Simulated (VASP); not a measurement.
Runs of VASP 6.6.1 on BN. The structure is that of space group P6_3mc (No. 186), or close to it. The cells are those of the table. 

```csv
level,cell,k mesh,smearing,grid for exact exchange (PRECFOCK),share of exact exchange,screening parameter,gap on the mesh (eV),pressure (GPa),largest force (eV/Å)
r2SCAN,"a = 2.544, b = 2.544, c = 4.166 Å, angles 90.0, 90.0, 120.0°, 4 atoms",12 × 12 × 6,gaussian 0.01 eV,-,-,-,5.74,5.3,-
r2SCAN,"a = 2.544, b = 2.544, c = 4.250 Å, angles 90.0, 90.0, 120.0°, 4 atoms",12 × 12 × 6,gaussian 0.01 eV,-,-,-,(c),-2.7,0.01
HSE06,"a = 2.544, b = 2.544, c = 4.124 Å, angles 90.0, 90.0, 120.0°, 4 atoms",9 × 9 × 4,gaussian 0.01 eV,Normal,0.25,0.2079 1/Å,6.56,(b),0.03
PBE,"a = 2.544, b = 2.544, c = 4.166 Å, angles 90.0, 90.0, 120.0°, 4 atoms",12 × 12 × 6,fermi-dirac 0.02 eV,-,-,-,5.21,9.0,0.01
HSE06,"a = 2.544, b = 2.544, c = 4.082 Å, angles 90.0, 90.0, 120.0°, 4 atoms",9 × 9 × 4,gaussian 0.01 eV,Normal,0.25,0.2079 1/Å,6.61,9.2,0.04
PBE,"a = 2.544, b = 2.544, c = 4.376 Å, angles 90.0, 90.0, 120.0°, 4 atoms",12 × 12 × 6,fermi-dirac 0.02 eV,-,-,-,5.27,-8.4,0.07
PBE,"a = 2.544, b = 2.544, c = 4.250 Å, angles 90.0, 90.0, 120.0°, 4 atoms",12 × 12 × 6,fermi-dirac 0.02 eV,-,-,-,5.19,1.1,0.03
HSE06,"a = 2.544, b = 2.544, c = 4.166 Å, angles 90.0, 90.0, 120.0°, 4 atoms",9 × 9 × 4,gaussian 0.01 eV,Normal,0.25,0.2079 1/Å,6.53,0.1,0.02
PBE,"a = 2.544, b = 2.544, c = 4.334 Å, angles 90.0, 90.0, 120.0°, 4 atoms",12 × 12 × 6,fermi-dirac 0.02 eV,-,-,-,5.23,(a),0.06
r2SCAN,"a = 2.544, b = 2.544, c = 4.208 Å, angles 90.0, 90.0, 120.0°, 4 atoms",12 × 12 × 6,gaussian 0.01 eV,-,-,-,5.72,1.1,-
HSE06,"a = 2.544, b = 2.544, c = 4.208 Å, angles 90.0, 90.0, 120.0°, 4 atoms",9 × 9 × 4,gaussian 0.01 eV,Normal,0.25,0.2079 1/Å,6.51,-4.0,0.01
r2SCAN,"a = 2.544, b = 2.544, c = 4.040 Å, angles 90.0, 90.0, 120.0°, 4 atoms",12 × 12 × 6,gaussian 0.01 eV,-,-,-,5.89,(d),0.01
```

Alike in all rows: task single point; potentials or basis VASP PAW PBE potentials, release 64 (B, N); no spin polarisation; cutoff (eV) 520.

Task: Estimate the missing entries.

Result: (a) -5.5; (b) 4.5; (c) 5.71; (d) 19.5.

Caveats: the PAW data sets were made with another functional, which shifts forces and pressure a little (at least some runs); the cell stands under pressure (at least some runs); an odd mesh through Γ misses points on the zone boundary, where band edges can lie (at least some runs); the cell stands under tension (at least some runs).
